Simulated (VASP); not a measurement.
Cd2SeO, 4 atoms in the cell. Symmetry: P-4m2, No. 115, tetragonal system. Conventional cell: a = 4.017 Å, b = 4.017 Å, c = 5.361 Å, α = 90.00°, β = 90.00°, γ = 90.00°. O (site symmetry -4m2) has 4 Cd at 2.25 Å within 3.0 Å. Cd (site symmetry 2mm) has 2 O at 2.25 Å and 2 Se at 2.62 Å within 3.0 Å. Se (site symmetry -4m2) has 4 Cd at 2.62 Å within 3.5 Å. 

| Item | Value |
| --- | --- |
| Program | VASP 6.6.1 |
| Task | single point |
| Functional | r2SCAN |
| Potentials or basis | VASP PAW PBE potentials, release 64 (O, Cd, Se) |
| Cutoff | 520 eV |
| k mesh | 6 × 6 × 4 |
| Occupations | fermi-dirac, width 0.02 eV |
| Spin | no spin polarisation |
| Dipole correction | no |
| Further INCAR settings | ALGO = Normal; EDIFF = 1e-06; NBANDS = 26 |

Potentials or basis: VASP PAW PBE potentials, release 64 (O, Cd, Se).

The run is started by

```console
$ cat potpaw_PBE.64/O/POTCAR potpaw_PBE.64/Cd/POTCAR potpaw_PBE.64/Se/POTCAR > POTCAR
$ cp INCAR.step1 INCAR
$ mpirun -np 1 vasp_std > vasp.out
$ cp INCAR.step2 INCAR
$ mpirun -np 1 vasp_std > vasp.out
```

Hardware: 1 thread of Intel(R) Xeon(R) 6975P-C (Granite Rapids) (shared host).

Estimate the wall time of this run.

It took 110 s on 1 thread of Intel(R) Xeon(R) 6975P-C (Granite Rapids), with other jobs on the host, peak memory 0.23 GiB. Counts: k points 30.
